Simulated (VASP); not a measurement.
Here is a VASP 6.6.1 calculation.

Contents of INCAR:

```
SYSTEM = YNi5
PREC = Accurate
ENCUT = 520
EDIFF = 1E-6
ISMEAR = 0
SIGMA = 0.1
LREAL = .False.
LASPH = .True.
NELM = 150
ALGO = Normal
ISIF = 2
LWAVE = .False.
LCHARG = .False.
ISPIN = 2
MAGMOM = 0 0.29 0.29 0.38 0.38 0.38
LORBIT = 11
LMAXMIX = 4
GGA = PS
NBANDS = 44
KPAR = 4
```

KPOINTS

```
regular mesh
0
Gamma
  12 12 10
  0 0 0
```

POSCAR

```
YNi5
1.0
    4.8105119682      0.0000000000      0.0000000000
   -2.4052559841      4.1660255697      0.0000000000
    0.0000000000      0.0000000000      3.8995807019
Y Ni
1 5
Direct
    0.0000000000      0.0000000000      0.0000000000
    0.3333333333      0.6666666667      0.0000000000
    0.6666666667      0.3333333333      0.0000000000
    0.5000000000      0.0000000000      0.5000000000
    0.5000000000      0.5000000000      0.5000000000
    0.0000000000      0.5000000000      0.5000000000
```

Potentials or basis: VASP PAW PBE potentials, release 64 (Y_sv, Ni).

The run is started by

```console
$ cat potpaw_PBE.64/Y_sv/POTCAR potpaw_PBE.64/Ni/POTCAR > POTCAR
$ mpirun -np 4 vasp_std > vasp.out
```

(1) Estimate the net moment.

(2) What does it give for the pressure?

## Answers

(1) 0.01 μB per cell.

(2) -0.4 GPa.

Caveat: the PAW data sets were made with another functional, which shifts forces and pressure a little.
